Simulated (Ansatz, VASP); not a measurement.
**ZrC: VASP beside Ansatz**

POSCAR

```
ZrC
1.0
    3.3339822490      0.0000000000      0.0000000000
   -1.6669911245      2.8873139404      0.0000000000
    0.0000000000      0.0000000000      5.2003737600
Zr C
2 2
Direct
    0.3333333333      0.6666666667      0.2500000000
    0.6666666667      0.3333333333      0.7500000000
    0.0000000000      0.0000000000      0.0000000000
    0.0000000000      0.0000000000      0.5000000000
```

Contents of INCAR.step1:

```
PREC = Accurate ; ENCUT = 520
ISMEAR = 1 ; SIGMA = 0.1
LREAL = F ; LASPH = T
NELM = 60 ; NBANDS = 24
GGA = PE ; ALGO = Normal
EDIFF = 1E-4 ; LWAVE = T
LCHARG = F
```

Contents of INCAR.step2:

```
PREC = Accurate ; ENCUT = 520
EDIFF = 1E-6 ; ISMEAR = 1
SIGMA = 0.1 ; LREAL = F
LASPH = T ; NELM = 60
ALGO = Normal ; ISIF = 2
LWAVE = F ; LCHARG = F
METAGGA = R2SCAN ; LMIXTAU = T
NBANDS = 24 ; ISTART = 1
```

Contents of KPOINTS:

```
Automatic mesh
0
Gamma
  8 8 5
```

Input for Ansatz:

```yaml
crystal:
  lattice:
    - [3.333982248963381, 0.0, 0.0]
    - [-1.6669911244816904, 2.887313940402819, 0.0]
    - [0.0, 0.0, 5.200373760001687]
  atoms:
    - { symbol: Zr, position: [0.3333333333333333, 0.6666666666666666, 0.25] }
    - { symbol: Zr, position: [0.6666666666666666, 0.3333333333333333, 0.75] }
    - { symbol: C, position: [0.0, 0.0, 0.0] }
    - { symbol: C, position: [0.0, 0.0, 0.5] }
basis:
  ecutwfc: 530.622031796766
kpoints:
  mp_grid:
    grid: [8, 8, 5]
hamiltonian:
  xc: r2scan
scf:
  occupations:
    method: cold
output:
  stress: true
```

Alike in both runs: task single point; functional r2SCAN; k mesh 8 × 8 × 5; no spin polarisation.

```csv
,VASP,Ansatz
version,VASP 6.6.1,Ansatz 0.2.0
potentials or method,"VASP PAW PBE potentials, release 64 (Zr_sv, C), cutoff 520 eV","plane waves, PAW"
occupations,"methfessel-paxton of order 1, width 0.1 eV",cold
valence electrons in the cell,32,32
```

VASP gave:

| Property | Result |
| --- | --- |
| pressure (GPa) | 10.4 |
| traceless stress, the component that is largest in VASP (GPa) | 2.71 |

Question: Estimate Ansatz's values.

Answer: Pressure (GPa): 10.1; traceless stress, the component that is largest in VASP (GPa): 2.78.

VASP's potentials were made for PBE, not for r2SCAN.
